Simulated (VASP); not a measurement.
The system is Cd3Se2S.

```xyz
6
Lattice="4.1546 0.0000 0.0000 -2.0773 3.5979 0.0000 0.0000 0.0000 10.1765" Properties=species:S:1:pos:R:3 pbc="T T T"
Cd    0.0000    0.0000    0.0000
Cd    2.0773    1.1993    3.3922
Cd    0.0000    2.3986    6.7844
Se    2.0773    1.1993    0.8480
Se    0.0000    0.0000    7.6324
S     0.0000    2.3986    4.2402
```

* Program: VASP 6.6.1
* Task: relaxation of cell and atoms
* Functional: PBE
* Potentials or basis: VASP PAW PBE potentials, release 64 (Cd, Se, S)
* Cutoff: 600 eV
* k mesh: 6 × 6 × 2
* Occupations: gaussian, width 0.1 eV
* Spin: no spin polarisation

At the start: pressure 7.8 GPa; volume 25.35 Å³/atom.

Question: Where does the relaxation end?

Answer: Over 10 steps the energy falls by 79.9 meV/atom and the volume is 28.60 Å³/atom (+12.8 %); space group P3m1 (No. 156, to 0.1 Å) before and after.

The path:
```
step  energy change (eV)  largest force (eV/Å)  pressure (GPa)  volume (Å³)
   1              0.0000                0.6593            7.78       152.12
   2             -0.3953                0.2429           -2.12       180.85
   3             -0.4516                0.3334           -0.08       172.28
   4             -0.4516                0.3285           -0.20       172.71
   5             -0.4613                0.2411           -0.16       172.49
   6             -0.4755                0.1741           -0.04       171.85
   7             -0.4757                0.1773            0.00       171.78
   8             -0.4792                0.0794            0.00       171.67
   9             -0.4795                0.0405            0.00       171.63
  10             -0.4797                0.0136            0.00       171.63
```

Final structure:
```
Cd Se S
1.0
     4.32525    0.00000    0.00000
    -2.16263    3.74578    0.00000
     0.00000    0.00000   10.59340
Cd Se S
3 2 1
Direct
  0.00000 0.00000 0.99970
  0.66667 0.33333 0.34214
  0.33333 0.66667 0.65771
  0.66667 0.33333 0.08872
  0.00000 0.00000 0.74677
  0.33333 0.66667 0.41497
```
